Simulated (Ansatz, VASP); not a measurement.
# Two plane-wave programs on Sb

```xyz
2
Lattice="2.1251 1.2269 3.7072 -2.1251 1.2269 3.7072 0.0000 -2.4538 3.7072" Properties=species:S:1:pos:R:3 pbc="T T T"
Sb    0.0000    0.0000    8.5248
Sb    0.0000    0.0000    2.5968
```

Alike in both runs: task single point; functional LDA; k mesh 8 × 8 × 8; occupations fermi-dirac, width 0.05 eV; no spin polarisation.

```csv
,VASP,Ansatz
version,VASP 6.6.1,Ansatz 0.2.0
potentials or method,"VASP PAW LDA potentials, release 64 (Sb)",Ansatz PAW
plane-wave cutoff (eV),520,420
valence electrons in the cell,10,30
```

VASP gave:

| Property | Result |
| --- | --- |
| gap on the k mesh at the Fermi level (eV) | none |
| pressure (GPa) | 1.6 |
| traceless stress, the component that is largest in VASP (GPa) | -0.71 |
| rms of the force components (eV/Å) | 0.176 |

Which values does Ansatz return?

gap on the k mesh at the Fermi level (eV): none; pressure (GPa): 1.3; traceless stress, the component that is largest in VASP (GPa): -0.62; rms of the force components (eV/Å): 0.131.

LDA's correlation is that of Perdew and Zunger in VASP and of Perdew and Wang (1992) in Ansatz. Atom by atom the forces differ by 0.045 eV/Å (rms over components). A gap of «none» marks a metal or a gap that the smearing closes. VASP's potentials hold 10 valence electrons a cell and Ansatz's 30, so a difference there can come from the potentials and not from the codes.

Neither program's run includes spin-orbit coupling.
